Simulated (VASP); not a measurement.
# Ge (Imma) in VASP: notebook

Ge is run at these levels: PBEsol+D3(BJ); tasks: single point.

Program: VASP 6.6.1. These are calculated values, not measurements. Logs are shortened: lines on timing, memory, paths and dates and some standing lists are left out, and cuts for length are marked.

**1. The cell of the first run**

Symmetry: Imma, No. 74, orthorhombic system. The conventional cell has a = 4.992 Å, b = 5.302 Å, c = 2.874 Å, α = 90.00°, β = 90.00°, γ = 90.00°. Within 3.5 Å of Ge (site symmetry mm2) lie 8 Ge at 2.68 to 3.08 Å.

**2. Single point, PBEsol+D3(BJ)**

INCAR reads:

```
ALGO = Normal ; EDIFF = 1E-6
ENCUT = 520 ; GGA = PS
ISIF = 2 ; ISMEAR = 0
IVDW = 12 ; LASPH = T
LCHARG = T ; LELF = T
LREAL = F ; LVHAR = T
LWAVE = F ; NBANDS = 21
NELM = 80 ; PREC = Accurate
SIGMA = 0.5
```

KPOINTS reads:

```
k-points
0
Gamma
  11 11 8
```

POSCAR reads:

```
Ge
1.0
   -2.4958980000      2.6508630000      1.4369470000
    2.4958980000     -2.6508630000      1.4369470000
    2.4958980000      2.6508630000     -1.4369470000
Ge
2
Direct
    0.1859430000      0.9359430000      0.2500000000
    0.8140570000      0.0640570000      0.7500000000
```

Potentials or basis: VASP PAW PBE potentials, release 64 (Ge_d).

Command:

```sh
cat potpaw_PBE.64/Ge_d/POTCAR > POTCAR
mpirun -np 1 vasp_std > vasp.out
```

OUTCAR:

```text
EDIFF = 1E-6
   ENCUT = 520
   GGA = PS
   ISIF = 2
   ISMEAR = 0
   IVDW = 12
   LASPH = T
   LREAL = F
   NELM = 80
   PREC = Accurate
 IVDW          = 12

 ion  position               nearest neighbor table
   1  0.186  0.936  0.250-   2 2.68   2 2.68   2 2.72   2 2.72
   2  0.814  0.064  0.750-   1 2.68   1 2.68   1 2.72   1 2.72

  LATTYP: Found a body centered orthorhombic cell.
 ALAT       =     2.8738940000
 B/A-ratio  =     1.7369450648
 C/A-ratio  =     1.8447882907

  Lattice vectors:

 A1 = (   2.4958980000,  -2.6508630000,   1.4369470000)
 A2 = (  -2.4958980000,  -2.6508630000,  -1.4369470000)
 A3 = (   2.4958980000,   2.6508630000,  -1.4369470000)

Analysis of symmetry for initial positions (statically):
=====================================================================
 Subroutine PRICEL returns:
 Original cell was already a primitive cell.

 Routine SETGRP: Setting up the symmetry group for a
 body centered orthorhombic supercell.

 Subroutine GETGRP returns: Found  8 space group operations
 (whereof  4 operations were pure point group operations)
 out of a pool of  8 trial point group operations.

The static configuration has the point symmetry C_2h.
 The point group associated with its full space group is D_2h.

Analysis of symmetry for dynamics (positions and initial velocities):
=====================================================================
 Subroutine PRICEL returns:
 Original cell was already a primitive cell.

 Routine SETGRP: Setting up the symmetry group for a
 body centered orthorhombic supercell.

 Subroutine GETGRP returns: Found  8 space group operations
 (whereof  4 operations were pure point group operations)
 out of a pool of  8 trial point group operations.

The dynamic configuration has the point symmetry C_2h.
 The point group associated with its full space group is D_2h.

 Subroutine INISYM returns: Found  8 space group operations
 (whereof  4 operations are pure point group operations),
 and found     1 'primitive' translations

----------------------------------------------------------------------------------------

                                     Primitive cell

  volume of cell :      38.0290

  direct lattice vectors                    reciprocal lattice vectors
    -2.495898000  2.650863000  1.436947000     0.000000000  0.188617820  0.347959946
     2.495898000 -2.650863000  1.436947000     0.200328699  0.000000000  0.347959946
[... 105 lines left out ...]
   ENCUT  =  520.0 eV  38.22 Ry    6.18 a.u.   7.28  7.28  7.28*2*pi/ulx,y,z
   NELM   =     80;   NELMIN=  2; NELMDL= -5     # of ELM steps
   EDIFF  = 0.1E-05   stopping-criterion for ELM
   LREAL  =      F    real-space projection
   EDIFFG = 0.1E-04   stopping-criterion for IOM
   NSW    =      0    number of steps for IOM
   IBRION =     -1    ionic relax: 0-MD 1-quasi-New 2-CG
   NFREE  =      0    steps in history (QN), initial steepest desc. (CG)
   ISIF   =      2    stress and relaxation
   ISYM   =      2    0-nonsym 1-usesym 2-fastsym
   POTIM  = 0.5000    time-step for ionic-motion
   TEBEG  =    0.0;   TEEND  =   0.0 temperature during run
   PSTRESS=    0.0 pullay stress
   NELECT =      28.0000    total number of electrons
   NUPDOWN=      -1.0000    fix difference up-down
   EMIN   =  10.00;   EMAX   =-10.00  energy-range for DOS
   EFERMI =   0.00;   METHOD = LEGACY
   ISMEAR =     0;   SIGMA  =   0.50  broadening in eV -4-tet -1-fermi 0-gaus
   EFERMI_NEDOS =   21; number of points for ismear=-14 and -15
   IALGO  =     38    algorithm
   IMIX   =      4    mixing-type and parameters
     AMIX     =   0.40;   BMIX     =  1.00
     AMIX_MAG =   1.60;   BMIX_MAG =  1.00
  volume/ion in A,a.u.               =      19.01       128.32
  Fermi-wavevector in a.u.,A,eV,Ry     =   1.478277  2.793539 29.732860  2.185304
  Thomas-Fermi vector in A             =   2.592578
   LORBIT       =      0    0 simple, 1 ext, 2 COOP (PROOUT), +10 PAW based schemes
   GGA     = PS    functional components
   LHFCALC =     F    Hartree Fock is set to
   AEXX    =    0.0000 exact exchange contribution
   IVDW    =    12    specifies the selected vdW correction
   LEPSILON=     F    determine dielectric tensor
   LRPA    =     F    only Hartree local field effects (RPA)
 non-spin polarized calculation
 Gauss-broadening in eV      SIGMA  =   0.50
  energy-cutoff  :      520.00
  volume of cell :       38.03
 maximum number of plane-waves:      1044
 NGX is ok and might be reduce to    30
   NGX = 15   NGY = 15   NGZ = 15

 number of electron      28.0000014 magnetization

 Free energy of the ion-electron system (eV)
  ---------------------------------------------------
  ext. energy  EPLUGINS =         0.00000000
  ---------------------------------------------------
  free energy    TOTEN  =        -9.56123237 eV

  energy without entropy =       -9.45413510  energy(sigma->0) =       -9.50768373

 E-fermi :   6.3818     XC(G=0): -11.3396

 val. band max:        6.3777402943   @ k =   0.0000   0.2727  -0.0000
 cond. band min:       6.3822788933   @ k =  -0.0000  -0.0909   0.2500
 fundamental gap:      0.0045385990
 Fermi energy:         6.3817656670

 k-point     1 :       0.0000    0.0000    0.0000
  band No.  band energies     occupation
      1     -18.2781      2.00000
      2     -18.2005      2.00000
      3     -18.1987      2.00000
      4     -18.1964      2.00000
      5     -18.1623      2.00000
      6     -18.1244      2.00000
[... 565 lines left out ...]
     20      17.1917      0.00000
     21      17.3905      0.00000

 [... further k-points ...]

------------------------ aborting loop because EDIFF is reached ----------------------------------------

 Edisp (eV)   -0.64740

 E8    (eV) :    -0.4318

  FORCE on cell =-STRESS in cart. coord.  units (eV):
  Direction    XX          YY          ZZ          XY          YZ          ZX
  --------------------------------------------------------------------------------------
  -------------------------------------------------------------------------------------
  Total      -1.00062    -1.29566    -1.34316     0.00000    -0.00000     0.00000
  in kB     -42.15656   -54.58670   -56.58808     0.00000    -0.00000     0.00000
  external pressure =      -51.11 kB  Pullay stress =        0.00 kB

 VOLUME and BASIS-vectors are now :
 -----------------------------------------------------------------------------
  energy-cutoff  :      520.00
  volume of cell :       38.03
      direct lattice vectors                 reciprocal lattice vectors
    -2.495898000  2.650863000  1.436947000     0.000000000  0.188617820  0.347959946
     2.495898000 -2.650863000  1.436947000     0.200328699  0.000000000  0.347959946
     2.495898000  2.650863000 -1.436947000     0.200328699  0.188617820  0.000000000

 POSITION                                       TOTAL-FORCE (eV/Angst)
 -----------------------------------------------------------------------------------
      2.49590     -1.32543      1.25285        -0.000000      0.000000     -0.043869
      0.00000      3.97629      0.18409         0.000000     -0.000000      0.043869
 -----------------------------------------------------------------------------------
    total drift:                                0.000000      0.000000     -0.000000

  FREE ENERGIE OF THE ION-ELECTRON SYSTEM (eV)
  ---------------------------------------------------
  free  energy   TOTEN  =       -10.2086315741 eV

  energy  without entropy=      -10.1015343014  energy(sigma->0) =      -10.15508294
```

OSZICAR:

```text
N       E                     dE             d eps       ncg     rms          rms(c)
DAV:   1     0.174417150347E+03    0.17442E+03   -0.14263E+04 23289   0.377E+03
DAV:   2     0.142745956507E+02   -0.16014E+03   -0.15538E+03 20510   0.593E+02
DAV:   3    -0.894401931595E+01   -0.23219E+02   -0.23019E+02 23216   0.133E+02
DAV:   4    -0.959345446902E+01   -0.64944E+00   -0.64894E+00 22800   0.257E+01
DAV:   5    -0.960312087930E+01   -0.96664E-02   -0.96662E-02 23161   0.344E+00    0.204E+00
DAV:   6    -0.957279348662E+01    0.30327E-01   -0.32749E-02 27824   0.316E+00    0.111E+00
DAV:   7    -0.956170982733E+01    0.11084E-01   -0.17683E-02 27820   0.204E+00    0.133E-01
DAV:   8    -0.956122817027E+01    0.48166E-03   -0.23615E-03 24825   0.876E-01    0.420E-02
DAV:   9    -0.956123200850E+01   -0.38382E-05   -0.59687E-05 24833   0.965E-02    0.989E-03
DAV:  10    -0.956123236786E+01   -0.35937E-06   -0.29681E-06 20924   0.208E-02
   1 F= -.10208632E+02 E0= -.10155083E+02  d E =-.107097E+00
```

It took 7.9 min on 1 thread of Oxide Virtual Turin-like, shared host; peak memory 0.38 GiB.

Results:

* Free energy: -10.2086 eV
* Pressure: -5.1 GPa
* Largest force: 0.044 eV/Å
* Band gap on the k mesh: zero (bands 14 and 15 overlap by 5.45 eV)
* Dispersion energy per atom: -0.324 eV

Forces on the atoms (eV/Å):
```
Ge   0.000  0.000 -0.044
Ge   0.000  0.000  0.044
```

Caveat: the cell stands under tension; so wide a smearing shifts energies and pressures; the PAW data sets were made with another functional, which shifts forces and pressure a little.

**3. Single point, PBEsol+D3(BJ)**

INCAR reads:

```
SYSTEM = Ge
PREC = Accurate ; ENCUT = 520
EDIFF = 1E-7 ; ISMEAR = 0
SIGMA = 0.3 ; LREAL = .FALSE.
LASPH = .TRUE. ; NELM = 80
ALGO = Normal ; ISIF = 2
LWAVE = .FALSE. ; LCHARG = .TRUE.
GGA = PS ; IVDW = 12
LELF = .TRUE. ; LVHAR = .TRUE.
NBANDS = 21
```

KPOINTS reads:

```
Automatic mesh
0
G
  11 11 8
  0 0 0
```

POSCAR is that of step 2.

Potentials or basis: VASP PAW PBE potentials, release 64 (Ge_d).

Command:

```sh
cat potpaw_PBE.64/Ge_d/POTCAR > POTCAR
mpirun -np 1 vasp_std > vasp.out
```

OUTCAR:

```text
SYSTEM = Ge
   PREC = Accurate
   ENCUT = 520
   EDIFF = 1E-7
   ISMEAR = 0
   LREAL = .FALSE.
   LASPH = .TRUE.
   NELM = 80
   ISIF = 2
   GGA = PS
   IVDW = 12
 IVDW          = 12

 ion  position               nearest neighbor table
   1  0.186  0.936  0.250-   2 2.68   2 2.68   2 2.72   2 2.72
   2  0.814  0.064  0.750-   1 2.68   1 2.68   1 2.72   1 2.72

  LATTYP: Found a body centered orthorhombic cell.
 ALAT       =     2.8738940000
 B/A-ratio  =     1.7369450648
 C/A-ratio  =     1.8447882907

  Lattice vectors:

 A1 = (   2.4958980000,  -2.6508630000,   1.4369470000)
 A2 = (  -2.4958980000,  -2.6508630000,  -1.4369470000)
 A3 = (   2.4958980000,   2.6508630000,  -1.4369470000)

Analysis of symmetry for initial positions (statically):
=====================================================================
 Subroutine PRICEL returns:
 Original cell was already a primitive cell.

 Routine SETGRP: Setting up the symmetry group for a
 body centered orthorhombic supercell.

 Subroutine GETGRP returns: Found  8 space group operations
[... 185 lines left out ...]
  ---------------------------------------------------
  free energy    TOTEN  =        -9.52609548 eV

  energy without entropy =       -9.48488706  energy(sigma->0) =       -9.50549127

 E-fermi :   6.3844     XC(G=0): -11.3396

 val. band max:        6.3819907689   @ k =  -0.0000  -0.0909   0.2500
 cond. band min:       6.3895788654   @ k =  -0.0000  -0.2727   0.2500
 fundamental gap:      0.0075880965
 Fermi energy:         6.3843687637

 k-point     1 :       0.0000    0.0000    0.0000
  band No.  band energies     occupation
      1     -18.2790      2.00000
      2     -18.2015      2.00000
      3     -18.1996      2.00000
      4     -18.1971      2.00000
      5     -18.1631      2.00000
      6     -18.1255      2.00000
[... 565 lines left out ...]
     20      17.1916      0.00000
     21      17.3906      0.00000

 [... further k-points ...]

------------------------ aborting loop because EDIFF is reached ----------------------------------------

 Edisp (eV)   -0.64740

 E8    (eV) :    -0.4318

  FORCE on cell =-STRESS in cart. coord.  units (eV):
  Direction    XX          YY          ZZ          XY          YZ          ZX
  --------------------------------------------------------------------------------------
  -------------------------------------------------------------------------------------
  Total      -1.02063    -1.29364    -1.40833     0.00000     0.00000     0.00000
  in kB     -42.99952   -54.50166   -59.33353     0.00000     0.00000     0.00000
  external pressure =      -52.28 kB  Pullay stress =        0.00 kB

 VOLUME and BASIS-vectors are now :
 -----------------------------------------------------------------------------
  energy-cutoff  :      520.00
  volume of cell :       38.03
      direct lattice vectors                 reciprocal lattice vectors
    -2.495898000  2.650863000  1.436947000     0.000000000  0.188617820  0.347959946
     2.495898000 -2.650863000  1.436947000     0.200328699  0.000000000  0.347959946
     2.495898000  2.650863000 -1.436947000     0.200328699  0.188617820  0.000000000

 POSITION                                       TOTAL-FORCE (eV/Angst)
 -----------------------------------------------------------------------------------
      2.49590     -1.32543      1.25285        -0.000000      0.000000     -0.050552
      0.00000      3.97629      0.18409         0.000000     -0.000000      0.050552
 -----------------------------------------------------------------------------------
    total drift:                                0.000000      0.000000     -0.000000

  FREE ENERGIE OF THE ION-ELECTRON SYSTEM (eV)
  ---------------------------------------------------
  free  energy   TOTEN  =       -10.1734946895 eV

  energy  without entropy=      -10.1322862616  energy(sigma->0) =      -10.15289048
```

stdout:

```text
POSCAR found type information on POSCAR Ge
 POSCAR found :  1 types and       2 ions
 scaLAPACK will be used
 -----------------------------------------------------------------------------
|                                                                             |
|                                                                             |
[... 21 lines left out ...]
|     Results are often still useful ...                                      |
|                                                                             |
 -----------------------------------------------------------------------------

 POSCAR, INCAR and KPOINTS ok, starting setup
 FFT: planning ... GRIDC
 FFT: planning ... GRID_SOFT
 FFT: planning ... GRID
 WAVECAR not read
 entering main loop
```

Run time: 8.5 min. Hardware: 1 thread of Oxide Virtual Turin-like, shared host; peak memory 0.38 GiB.

Results:

| Property | Result |
| --- | --- |
| Free energy | -10.1735 eV |
| Pressure | -5.2 GPa |
| Largest force | 0.051 eV/Å |
| Band gap on the k mesh | zero (bands 14 and 15 overlap by 5.45 eV) |
| Dispersion energy per atom | -0.324 eV |

Forces on the atoms (eV/Å):
```
Ge   0.000  0.000 -0.051
Ge   0.000  0.000  0.051
```

Stress tensor (GPa, compression positive):
```
-4.30  0.00  0.00
 0.00 -5.45  0.00
 0.00  0.00 -5.93
```

Caveat: the cell stands under tension; so wide a smearing shifts energies and pressures; the PAW data sets were made with another functional, which shifts forces and pressure a little.

**4. Single point, PBEsol+D3(BJ)**

INCAR reads:

```
ALGO = Normal ; EDIFF = 1E-7
ENCUT = 520 ; GGA = PS
ISIF = 2 ; ISMEAR = 0
IVDW = 12 ; LASPH = T
LCHARG = T ; LELF = T
LREAL = F ; LVHAR = T
LWAVE = F ; NBANDS = 21
NELM = 80 ; PREC = Accurate
SIGMA = 0.2
```

KPOINTS reads:

```
k-points
0
Gamma
  11 11 8
```

POSCAR is that of step 3.

Command:

```sh
cat potpaw_PBE.64/Ge_d/POTCAR > POTCAR
mpirun -np 1 vasp_std > vasp.out
```

Run time: 9.4 min. Hardware: 1 thread of Oxide Virtual Turin-like, shared host; peak memory 0.39 GiB.

The run converged. Its results:

- Free energy: -10.1617 eV
- Pressure: -5.3 GPa
- Largest force: 0.054 eV/Å
- Band gap on the k mesh: zero (bands 14 and 15 overlap by 5.45 eV)
- Dispersion energy per atom: -0.324 eV

Forces on the atoms (eV/Å):
```
Ge   0.000  0.000 -0.054
Ge   0.000  0.000  0.054
```

Stress tensor (GPa, compression positive):
```
-4.32  0.00  0.00
 0.00 -5.38  0.00
 0.00  0.00 -6.10
```

Levels at points of the mesh, in eV from the Fermi level:
| k point | band 11 | band 12 | band 13 | band 14 | band 15 | band 16 | band 17 | band 18 |
| --- | --- | --- | --- | --- | --- | --- | --- | --- |
| (0.00, 0.00, 0.00) | -13.11 | -3.82 | -2.35 | -1.90 | 3.43 | 6.94 | 7.17 | 7.89 |
| (0.00, 0.00, 0.50) | -10.36 | -10.36 | 0.66 | 0.66 | 2.27 | 2.27 | 6.75 | 6.75 |

Caveat: the cell stands under tension; the PAW data sets were made with another functional, which shifts forces and pressure a little.

**5. Overview**

```csv
smearing,gap on the mesh (eV),pressure (GPa),largest force (eV/Å)
gaussian 0.5 eV,none,-5.1,0.04
gaussian 0.3 eV,none,-5.2,0.05
gaussian 0.2 eV,none,-5.3,0.05
```

Alike in all rows: task single point; level PBEsol+D3(BJ); potentials or basis VASP PAW PBE potentials, release 64 (Ge_d); no spin polarisation; cell as given; k mesh 11 × 11 × 8; cutoff (eV) 520.

Caveats: the cell stands under tension; the PAW data sets were made with another functional, which shifts forces and pressure a little; so wide a smearing shifts energies and pressures (at least some runs).

Absolute energies hang on the potentials; compare differences alone.
